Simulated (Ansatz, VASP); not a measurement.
# HfB: VASP beside Ansatz

```
CELL_PARAMETERS angstrom
0.00000 2.27084 2.27084
2.27084 0.00000 2.27084
2.27084 2.27084 0.00000
ATOMIC_POSITIONS crystal
Hf 0.50000 0.50000 0.50000
B 0.00000 0.00000 0.00000
```

Change from the starting cell: volume scaled by 0.95.

Alike in both runs: task single point; functional PBE; k mesh 15 × 15 × 15; occupations fermi-dirac, width 0.05 eV; no spin polarisation.

```csv
,VASP,Ansatz
version,VASP 6.6.1,Ansatz 0.2.0
potentials or method,"VASP PAW PBE potentials, release 64 (Hf_pv, B), cutoff 520 eV","all-electron LAPW, scalar-relativistic"
```

```tsv
	VASP	Ansatz	Ansatz less VASP
pressure (GPa)	46.6	45.3	-1.31
```

Both programs put the cell under a high pressure, so it lies far from rest at this level. Ansatz ran all-electron here, and VASP with PAW potentials.

Neither program's run includes spin-orbit coupling.
